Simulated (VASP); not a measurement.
Input of a VASP 6.6.1 run:

The input POSCAR:

```
Al
1.0
    4.3633838318      0.0000000001      0.0000000000
   -2.1816919160      3.7788012448      0.0000000000
    0.0000000000      0.0000000000      2.9959186216
Al
3
Direct
    0.3334035104      0.0000000000      0.3333333333
    0.0000000000      0.3334035104      0.6666666667
    0.6665964896      0.6665964896      0.0000000000
```

INCAR.step1

```
ALGO     = Normal         # electronic algorithm
EDIFF    = 1E-4           # SCF threshold, eV
ENCUT    = 520            # plane-wave cutoff, eV
GGA      = PE             # functional
ISMEAR   = 0              # smearing method
LASPH    = True           # aspherical terms in the spheres
LCHARG   = False          # write CHGCAR
LREAL    = False          # projectors in reciprocal space
LWAVE    = True           # write WAVECAR
NBANDS   = 12             # bands
NELM     = 60             # most SCF steps
PREC     = Accurate       # precision mode
SIGMA    = 0.1            # smearing width, eV
```

File INCAR.step2:

```
ALGO     = Normal         # electronic algorithm
EDIFF    = 1E-6           # SCF threshold, eV
ENCUT    = 520            # plane-wave cutoff, eV
ISIF     = 2              # what is computed and relaxed
ISMEAR   = 0              # smearing method
ISTART   = 1            
LASPH    = True           # aspherical terms in the spheres
LCHARG   = False          # write CHGCAR
LMIXTAU  = True         
LREAL    = False          # projectors in reciprocal space
LWAVE    = False          # write WAVECAR
METAGGA  = R2SCAN         # meta-GGA
NBANDS   = 12             # bands
NELM     = 60             # most SCF steps
PREC     = Accurate       # precision mode
SIGMA    = 0.1            # smearing width, eV
```

File KPOINTS:

```
k-points
0
Gamma
  6 6 4
```

Potentials or basis: VASP PAW PBE potentials, release 64 (Al).

The run is started by

```console
$ cat potpaw_PBE.64/Al/POTCAR > POTCAR
$ cp INCAR.step1 INCAR
$ mpirun -np 1 vasp_std > vasp.out
$ cp INCAR.step2 INCAR
$ mpirun -np 1 vasp_std > vasp.out
```

**Question.** What does it give for the pressure?

**Answer.** -0.2 GPa.

Forces in eV/Å, atoms in the order of the input:
```
Al  -0.003  0.000  0.000
Al   0.001 -0.003  0.000
Al   0.001  0.003  0.000
```

Caveat: the k points lie up to 0.52 Å⁻¹ apart; the PAW data sets were made with another functional, which shifts forces and pressure a little.
